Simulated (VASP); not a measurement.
# C (Fd-3m) in VASP: single point with LDA

Aim: the single point of C with LDA.

Program: VASP 6.6.1. These are calculated values, not measurements. Logs are shortened: lines on timing, memory, paths and dates and some standing lists are left out, and cuts for length are marked.

## 1. The cell of the first run

It takes space group Fd-3m (No. 227, cubic). Conventional cell: a = 3.531 Å, b = 3.531 Å, c = 3.531 Å, α = 90.00°, β = 90.00°, γ = 90.00°. Within 2.0 Å of C (site symmetry -43m) lie 4 C at 1.53 Å.

## 2. Single point, LDA

INCAR reads:

```
ALGO = Normal
EDIFF = 1E-6
ENCUT = 1300
GGA_COMPAT = F
ISIF = 2
ISMEAR = 0
LASPH = T
LCHARG = F
LREAL = F
LWAVE = F
NBANDS = 11
NELM = 120
PREC = Accurate
SIGMA = 0.02
```

KPOINTS reads:

```
k-points
0
Gamma
  12 12 12
```

POSCAR reads:

```
C
1.0
    0.0000000000      1.7657489870      1.7657489870
    1.7657489870      0.0000000000      1.7657489870
    1.7657489870      1.7657489870      0.0000000000
C
2
Direct
    0.5000000000      0.5000000000      0.5000000000
    0.7500000000      0.7500000000      0.7500000000
```

Potentials or basis: VASP PAW LDA potentials, release 64 (C_h).

The run is started by

```
$ cat potpaw_LDA.64/C_h/POTCAR > POTCAR
$ mpirun -np 1 vasp_std > vasp.out
```

OUTCAR:

```text
EDIFF = 1E-6
   ENCUT = 1300
   ISIF = 2
   ISMEAR = 0
   LASPH = T
   LREAL = F
   NELM = 120
   PREC = Accurate

 ion  position               nearest neighbor table
   1  0.500  0.500  0.500-
   2  0.750  0.750  0.750-

  LATTYP: Found a face centered cubic cell.
 ALAT       =     3.5314979740

  Lattice vectors:

 A1 = (   0.0000000000,   1.7657489870,   1.7657489870)
 A2 = (   1.7657489870,   0.0000000000,   1.7657489870)
 A3 = (   1.7657489870,   1.7657489870,   0.0000000000)

Analysis of symmetry for initial positions (statically):
=====================================================================
 Subroutine PRICEL returns:
 Original cell was already a primitive cell.

 Routine SETGRP: Setting up the symmetry group for a
 face centered cubic supercell.

 Subroutine GETGRP returns: Found 48 space group operations
 (whereof 24 operations were pure point group operations)
 out of a pool of 48 trial point group operations.

The static configuration has the point symmetry T_d .
 The point group associated with its full space group is O_h .

Analysis of symmetry for dynamics (positions and initial velocities):
=====================================================================
 Subroutine PRICEL returns:
 Original cell was already a primitive cell.

 Routine SETGRP: Setting up the symmetry group for a
 face centered cubic supercell.

 Subroutine GETGRP returns: Found 48 space group operations
 (whereof 24 operations were pure point group operations)
 out of a pool of 48 trial point group operations.

The dynamic configuration has the point symmetry T_d .
 The point group associated with its full space group is O_h .

 Subroutine INISYM returns: Found 48 space group operations
 (whereof 24 operations are pure point group operations),
 and found     1 'primitive' translations

----------------------------------------------------------------------------------------

                                     Primitive cell

  volume of cell :      11.0107

  direct lattice vectors                    reciprocal lattice vectors
     0.000000000  1.765748987  1.765748987    -0.283165956  0.283165956  0.283165956
     1.765748987  0.000000000  1.765748987     0.283165956 -0.283165956  0.283165956
     1.765748987  1.765748987  0.000000000     0.283165956  0.283165956 -0.283165956

  length of vectors
     2.497146165  2.497146165  2.497146165     0.490457823  0.490457823  0.490457823

  position of ions in fractional coordinates (direct lattice)
     0.500000000  0.500000000  0.500000000
     0.750000000  0.750000000  0.750000000

  ion indices of the primitive-cell ions
   primitive index   ion index
                 1           1
                 2           2

----------------------------------------------------------------------------------------

 KPOINTS: k-points

Automatic generation of k-mesh.
 Grid dimensions read from file:
 generate k-points for:   12   12   12

 Generating k-lattice:

  Cartesian coordinates                     Fractional coordinates (reciprocal lattice)
    -0.023597163  0.023597163  0.023597163     0.083333333  0.000000000  0.000000000
     0.023597163 -0.023597163  0.023597163     0.000000000  0.083333333  0.000000000
     0.023597163  0.023597163 -0.023597163     0.000000000  0.000000000  0.083333333

  Length of vectors
     0.040871485  0.040871485  0.040871485

  Shift w.r.t. Gamma in fractional coordinates (k-lattice)
     0.000000000  0.000000000  0.000000000

 Subroutine IBZKPT returns following result:
 ===========================================

 Found     72 irreducible k-points:

 Following reciprocal coordinates:
            Coordinates               Weight
  0.000000  0.000000  0.000000      1.000000
  0.083333  0.000000  0.000000      8.000000
  0.166667  0.000000  0.000000      8.000000
  0.250000  0.000000  0.000000      8.000000
  0.333333  0.000000  0.000000      8.000000
  0.416667  0.000000  0.000000      8.000000
[... 16 lines left out ...]
  0.500000  0.166667  0.000000     24.000000
 -0.416667  0.166667  0.000000     24.000000
 [... further k-points ...]
   k-points           NKPTS =     72   k-points in BZ     NKDIM =     72   number of bands    NBANDS=     11
   number of dos      NEDOS =    301   number of ions     NIONS =      2
   total plane-waves  NPLWV =  27000
   dimension x,y,z NGX =    30 NGY =   30 NGZ =   30
   dimension x,y,z NGXF=    60 NGYF=   60 NGZF=   60
   ions per type =               2
   NGX,Y,Z   is equivalent  to a cutoff of  19.97, 19.97, 19.97 a.u.
   NGXF,Y,Z  is equivalent  to a cutoff of  39.94, 39.94, 39.94 a.u.
 SYSTEM =  unknown system
   PREC   = accura    normal or accurate (medium, high low for compatibility)
   ISTART =      0    job   : 0-new  1-cont  2-samecut
   ICHARG =      2    charge: 1-file 2-atom 10-const
   ISPIN  =      1    spin polarized calculation?
   LNONCOLLINEAR =      F non collinear calculations
   LSORBIT =      F    spin-orbit coupling
   LASPH  =      T    aspherical Exc in radial PAW
   ENCUT  = 1300.0 eV  95.55 Ry    9.77 a.u.   7.34  7.34  7.34*2*pi/ulx,y,z
   NELM   =    120;   NELMIN=  2; NELMDL= -5     # of ELM steps
   EDIFF  = 0.1E-05   stopping-criterion for ELM
   LREAL  =      F    real-space projection
[... 7 lines left out ...]
   TEBEG  =    0.0;   TEEND  =   0.0 temperature during run
   PSTRESS=    0.0 pullay stress
   NELECT =       8.0000    total number of electrons
   NUPDOWN=      -1.0000    fix difference up-down
   EMIN   =  10.00;   EMAX   =-10.00  energy-range for DOS
   EFERMI =   0.00;   METHOD = LEGACY
   ISMEAR =     0;   SIGMA  =   0.02  broadening in eV -4-tet -1-fermi 0-gaus
   EFERMI_NEDOS =   21; number of points for ismear=-14 and -15
   IALGO  =     38    algorithm
   IMIX   =      4    mixing-type and parameters
     AMIX     =   0.40;   BMIX     =  1.00
     AMIX_MAG =   1.60;   BMIX_MAG =  1.00
  volume/ion in A,a.u.               =       5.51        37.15
  Fermi-wavevector in a.u.,A,eV,Ry     =   1.471745  2.781195 29.470667  2.166033
  Thomas-Fermi vector in A             =   2.586844
   LORBIT       =      0    0 simple, 1 ext, 2 COOP (PROOUT), +10 PAW based schemes
   GGA     = CA    functional components
   LHFCALC =     F    Hartree Fock is set to
   AEXX    =    0.0000 exact exchange contribution
   IVDW    =     0    specifies the selected vdW correction
   LEPSILON=     F    determine dielectric tensor
   LRPA    =     F    only Hartree local field effects (RPA)
 non-spin polarized calculation
 Gauss-broadening in eV      SIGMA  =   0.02
  energy-cutoff  :     1300.00
  volume of cell :       11.01
 maximum number of plane-waves:      1211
 NGX is ok and might be reduce to    30
   NGX = 15   NGY = 15   NGZ = 15

 number of electron       8.0000000 magnetization

 Free energy of the ion-electron system (eV)
  ---------------------------------------------------
  ext. energy  EPLUGINS =         0.00000000
  ---------------------------------------------------
  free energy    TOTEN  =       -20.26745152 eV

  energy without entropy =      -20.26745152  energy(sigma->0) =      -20.26745152

 E-fermi :  11.5943     XC(G=0): -13.7982

 val. band max:       11.3409241690   @ k =   0.0000   0.0000   0.0000
 cond. band min:      15.5404618526   @ k =   0.3333   0.3333   0.0000
 fundamental gap:      4.1995376836
 Fermi energy:        11.5943306007

 k-point     1 :       0.0000    0.0000    0.0000
  band No.  band energies     occupation
      1     -10.3798      2.00000
      2      11.3409      2.00000
      3      11.3409      2.00000
      4      11.3409      2.00000
      5      16.9681      0.00000
      6      16.9681      0.00000
      7      16.9681      0.00000
      8      25.5762      0.00000
      9      30.7419      0.00000
     10      38.2958      0.00000
     11      38.2958      0.00000

 k-point     2 :       0.0833    0.0000    0.0000
  band No.  band energies     occupation
      1     -10.1839      2.00000
      2      10.0990      2.00000
      3      11.0082      2.00000
      4      11.0082      2.00000
      5      17.4028      0.00000
      6      17.4028      0.00000
      7      17.7216      0.00000
      8      25.6845      0.00000
      9      31.0535      0.00000
     10      35.9756      0.00000
     11      35.9756      0.00000

 k-point     3 :       0.1667    0.0000    0.0000
  band No.  band energies     occupation
      1      -9.5982      2.00000
      2       7.5379      2.00000
      3      10.2887      2.00000
      4      10.2887      2.00000
      5      18.3421      0.00000
      6      18.3421      0.00000
      7      18.9155      0.00000
      8      25.9902      0.00000
      9      31.7049      0.00000
     10      34.3322      0.00000
     11      34.3322      0.00000

 k-point     4 :       0.2500    0.0000    0.0000
  band No.  band energies     occupation
      1      -8.6303      2.00000
      2       4.6636      2.00000
      3       9.5493      2.00000
      4       9.5493      2.00000
      5      19.2081      0.00000
      6      19.2081      0.00000
      7      19.8103      0.00000
      8      26.4093      0.00000
      9      32.1460      0.00000
     10      33.9061      0.00000
     11      33.9061      0.00000
[... 239 lines left out ...]
 k-point    22 :       0.4167    0.1667    0.0000
  band No.  band energies     occupation
      1      -6.1143      2.00000
      2       1.4377      2.00000
      3       7.0270      2.00000
      4       7.1750      2.00000
      5      18.0800      0.00000
      6      22.4649      0.00000
      7      22.8196      0.00000
      8      24.1618      0.00000
      9      32.4618      0.00000
     10      34.1413      0.00000
     11      39.0246      0.00000

 k-point    23 :       0.5000    0.1667    0.0000
  band No.  band energies     occupation
      1      -4.4585      2.00000
      2      -0.8850      2.00000
      3       6.2877      2.00000
      4       7.2675      2.00000
      5      18.4932      0.00000
      6      22.1800      0.00000
      7      23.0052      0.00000
      8      25.7548      0.00000
      9      31.5316      0.00000
     10      35.4463      0.00000
     11      38.1811      0.00000

 k-point    24 :      -0.4167    0.1667    0.0000
  band No.  band energies     occupation
      1      -3.9841      2.00000
      2      -1.4473      2.00000
      3       5.7837      2.00000
      4       7.6585      2.00000
      5      18.9395      0.00000
      6      21.6806      0.00000
      7      22.9885      0.00000
      8      26.9394      0.00000
      9      30.8446      0.00000
     10      35.7326      0.00000
     11      36.1561      0.00000

 [... further k-points ...]

------------------------ aborting loop because EDIFF is reached ----------------------------------------

  FORCE on cell =-STRESS in cart. coord.  units (eV):
  Direction    XX          YY          ZZ          XY          YZ          ZX
  --------------------------------------------------------------------------------------
  -------------------------------------------------------------------------------------
  Total        0.0696063      0.0696063      0.0696063     -0.0000000      0.0000000      0.0000000
  in kB       10.1284353     10.1284353     10.1284353     -0.0000000      0.0000000      0.0000000
  external PRESSURE =      10.1284353 kB  Pullay stress =       0.0000000 kB

 VOLUME and BASIS-vectors are now :
 -----------------------------------------------------------------------------
  energy-cutoff  :     1300.00
  volume of cell :       11.01
      direct lattice vectors                 reciprocal lattice vectors
     0.000000000  1.765748987  1.765748987    -0.283165956  0.283165956  0.283165956
     1.765748987  0.000000000  1.765748987     0.283165956 -0.283165956  0.283165956
     1.765748987  1.765748987  0.000000000     0.283165956  0.283165956 -0.283165956

 POSITION                                       TOTAL-FORCE (eV/Angst)
 -----------------------------------------------------------------------------------
      1.76575      1.76575      1.76575        -0.000000     -0.000000      0.000000
      2.64862      2.64862      2.64862         0.000000      0.000000      0.000000
 -----------------------------------------------------------------------------------
    total drift:                                0.000000     -0.000000     -0.000000

  FREE ENERGIE OF THE ION-ELECTRON SYSTEM (eV)
  ---------------------------------------------------
  free  energy   TOTEN  =       -20.2674515185 eV

  energy  without entropy=      -20.2674515185  energy(sigma->0) =      -20.26745152
```

Run time: 11 s. Hardware: 1 thread of Intel Xeon 6975P-C (Granite Rapids), shared host; peak memory 0.15 GiB.

What came out:

```
Free energy            : -20.2675 eV
Pressure               : 1.0 GPa
Band gap on the k mesh : 4.20 eV (least direct gap 5.63 eV)
```

Levels at points of the mesh, in eV from the valence-band top:
```csv
k point,band 1,band 2,band 3,band 4,band 5,band 6,band 7,band 8,band 9
"(0.00, 0.00, 0.00)",-21.72,0.00,0.00,0.00,5.63,5.63,5.63,14.24,19.40
"(0.50, 0.00, 0.00)",-15.71,-13.69,-2.87,-2.87,8.51,8.51,9.42,15.67,21.95
"(0.50, 0.50, 0.00)",-12.82,-12.82,-6.47,-6.47,4.78,4.78,17.07,17.07,23.48
```

A k mesh can miss the band edges. Expect the measured gap to be larger: semilocal functionals such as LDA lack the derivative discontinuity.
